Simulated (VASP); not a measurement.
Wanted: the native input for a VASP 6.6.1 run.

```yaml
Task: single point
Functional: PBE
Potentials_or_basis: VASP PAW PBE potentials, release 64 (W_sv)
Cutoff: 520 eV
k_mesh: 20 × 20 × 20
Occupations: gaussian, width 0.15 eV
Spin: no spin polarisation
Dipole_correction: no
Further_INCAR_settings: ALGO = Fast; EDIFF = 1e-06; NBANDS = 13
```

The structure of W lies in POSCAR:

```
W
1.0
   -1.6130211844      1.5759310891      1.5759310891
    1.5759310891     -1.6130211844      1.5759310891
    1.5759310891      1.5759310891     -1.6130211844
W
1
Direct
    0.0000000000      0.0000000000      0.0000000000
```

The input as run:

INCAR

```
SYSTEM = W
PREC = Accurate
ENCUT = 520
EDIFF = 1E-6
ISMEAR = 0
SIGMA = 0.15
LREAL = .False.
LASPH = .True.
NELM = 100
ALGO = Fast
ISIF = 2
LWAVE = .False.
LCHARG = .False.
GGA = PE
NBANDS = 13
```

KPOINTS

```
regular mesh
0
Gamma
  20 20 20
  0 0 0
```

Potentials or basis: VASP PAW PBE potentials, release 64 (W_sv).

Run with:

```bash
$ cat potpaw_PBE.64/W_sv/POTCAR > POTCAR
$ mpirun -np 1 vasp_std > vasp.out
```

Results of the run:

| Quantity | Value |
| --- | --- |
| Pressure | 10.8 GPa |
| Band gap on the k mesh | zero (bands 7 and 8 overlap by 6.15 eV) |

Caveat: the cell stands under pressure; spin-orbit coupling is left out, which moves the levels of the heavy elements.

Run time: 94 s on 1 thread of Intel(R) Xeon(R) 6975P-C (Granite Rapids), with other jobs on the host, peak memory 0.24 GiB.
